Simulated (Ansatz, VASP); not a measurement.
## Two plane-wave programs on B

```
CELL_PARAMETERS angstrom
2.99816 0.00000 0.00000
-1.49908 2.59648 0.00000
0.00000 0.00000 1.96153
ATOMIC_POSITIONS crystal
B 0.33333 0.66667 0.00000
B 0.66667 0.33333 0.00000
```

Alike in both runs: task relaxation of cell and atoms; functional PBE; k mesh 24 × 24 × 28; occupations gaussian, width 0.1 eV; no spin polarisation.

```csv
,VASP,Ansatz
version,VASP 6.6.1,Ansatz 0.2.0
potentials or method,"VASP PAW PBE potentials, release 64 (B), cutoff 600 eV","scalar-relativistic, plane waves, PAW"
valence electrons in the cell,6,6
```

Ansatz gave:

```
gap on the k mesh at the Fermi level, each at its own relaxed structure (eV) : none
relaxed volume (Å³/atom)                                                     : 7.60
relaxed cell length with the largest relative difference (Å)                 : 1.936
```

Question: Which values does VASP return?

Answer: gap on the k mesh at the Fermi level, each at its own relaxed structure (eV): none; relaxed volume (Å³/atom): 7.60; relaxed cell length with the largest relative difference (Å): 1.935.

A gap of «none» marks a metal or a gap that the smearing closes.
